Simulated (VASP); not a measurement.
Set up this calculation in VASP 6.6.1, as the native input.

```
Task                   : relaxation of cell and atoms
Functional             : PBE
Potentials or basis    : VASP PAW PBE potentials, release 64 (Tl_d, Br)
Cutoff                 : 500 eV
k mesh                 : 4 × 4 × 4
Occupations            : gaussian, width 0.01 eV
Spin                   : no spin polarisation
Dipole correction      : no
Further INCAR settings : ALGO = Normal; EDIFF = 1e-07; IBRION = 2; EDIFFG = -0.05; NSW = 80; ISIF = 3
```

The structure of TlBr lies in POSCAR:

```
TlBr
1.0
    3.9800000000      0.0000000000      0.0000000000
    0.0000000000      3.9800000000      0.0000000000
    0.0000000000      0.0000000000      3.9800000000
Tl Br
1 1
Direct
    0.0000000000      0.0000000000      0.0000000000
    0.5000000000      0.5000000000      0.5000000000
```

The input as run:

INCAR

```
PREC = Accurate ; ENCUT = 500
EDIFF = 1E-7 ; ISMEAR = 0
SIGMA = 0.01 ; LREAL = F
LASPH = T ; NELM = 120
ALGO = Normal ; ISIF = 3
LWAVE = F ; LCHARG = F
GGA = PE ; IBRION = 2
NSW = 80 ; EDIFFG = -0.05
GGA_COMPAT = F ; NELMIN = 4
```

KPOINTS

```
regular mesh
0
Gamma
  4 4 4
```

Potentials or basis: VASP PAW PBE potentials, release 64 (Tl_d, Br).

The run is started by

```console
$ cat potpaw_PBE.64/Tl_d/POTCAR potpaw_PBE.64/Br/POTCAR > POTCAR
$ mpirun -np 1 vasp_std > vasp.out
```

Results of the run:

```json
{
  "Relaxed volume": "33.44 Å³/atom",
  "Relaxed cell": "a = 4.059 Å, b = 4.059 Å, c = 4.059 Å, α = 90.00°, β = 90.00°, γ = 90.00°",
  "Space group after relaxing (to 0.1 Å)": "Pm-3m (No. 221)",
  "Energy gained by relaxing": "7.3 meV/atom",
  "Ionic steps": "3",
  "Pressure after relaxing": "0.0 GPa",
  "Band gap on the k mesh": "2.00 eV"
}
```

Caveat: spin-orbit coupling is left out, which moves the levels of the heavy elements.

Run time: 14 s on 1 thread of Intel(R) Xeon(R) Platinum 8488C (Sapphire Rapids), on a shared host, peak memory 0.17 GiB.
